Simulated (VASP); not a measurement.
Wanted: the native input for a VASP 6.6.1 run.

```
Task                   : single point
Functional             : PBE
Potentials or basis    : VASP PAW PBE potentials, release 64 (Ta_pv)
Cutoff                 : 520 eV
k mesh                 : 18 × 18 × 18
Occupations            : gaussian, width 0.1 eV
Spin                   : no spin polarisation
Dipole correction      : no
Further INCAR settings : ALGO = Normal; EDIFF = 1e-06; NBANDS = 12
```

The structure of Ta lies in POSCAR:

```
Ta
1.0
   -1.6426321101      1.6426321101      1.6426321101
    1.6426321101     -1.6426321101      1.6426321101
    1.6426321101      1.6426321101     -1.6426321101
Ta
1
Direct
    0.0000000000      0.0000000000      0.0000000000
```

This cell differs from its parent crystal: volume scaled by 0.97.

The input as run:

INCAR

```
PREC = Accurate ; ENCUT = 520
EDIFF = 1E-6 ; ISMEAR = 0
SIGMA = 0.1 ; LREAL = False
LASPH = True ; NELM = 80
ALGO = Normal ; ISIF = 2
LWAVE = False ; LCHARG = False
GGA = PE ; NBANDS = 12
```

KPOINTS

```
Automatic mesh
0
Gamma
  18 18 18
```

Potentials or basis: VASP PAW PBE potentials, release 64 (Ta_pv).

Command:

```bash
$ cat potpaw_PBE.64/Ta_pv/POTCAR > POTCAR
$ mpirun -np 1 vasp_std > vasp.out
```

Results of the run:

| Property | Result |
| --- | --- |
| Pressure | 6.4 GPa |

Wall time 52 s on 1 thread of AMD EPYC 7R43 64-Core Processor (Zen 3), on a shared host, peak memory 0.14 GiB.
